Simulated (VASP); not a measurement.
Crystal: Ta3N.

```
Ta N
1.0
     3.09169    0.00000    0.00000
    -1.54585    2.67749    0.00000
     0.00000    0.00000    7.67171
Ta N
3 1
Cartesian
  1.5458 0.8925 6.3374
  0.0000 1.7850 1.3343
  0.0000 0.0000 3.8359
  0.0000 0.0000 0.0000
```

Base run:

| Quantity | Value |
| --- | --- |
| Program | VASP 6.6.1 |
| Functional | PBE |
| Potentials or basis | VASP PAW PBE potentials, release 64 (Ta_pv, N) |
| Cutoff | 520 eV |
| k mesh | 10 × 10 × 4 |
| Occupations | fermi-dirac, width 0.05 eV |
| Spin | no spin polarisation |

Its results: band gap on the k mesh zero (band 19 reaches 6.41 eV, above the bottom of band 20 at 5.89 eV); pressure -13.2 GPa; largest force 0.402 eV/Å.

Task: The run is repeated on the same cell with these changes: functional from PBE to PBEsol. What comes out?

Result: Band gap on the k mesh zero (band 19 reaches 6.27 eV, above the bottom of band 20 at 5.73 eV); pressure -19.8 GPa; largest force 0.654 eV/Å.

PBEsol binds more tightly than PBE, so the same cell stands under less pressure.

Caveats: spin-orbit coupling is left out, which moves the levels of the heavy elements; the PAW data sets were made with another functional, which shifts forces and pressure a little (some runs).
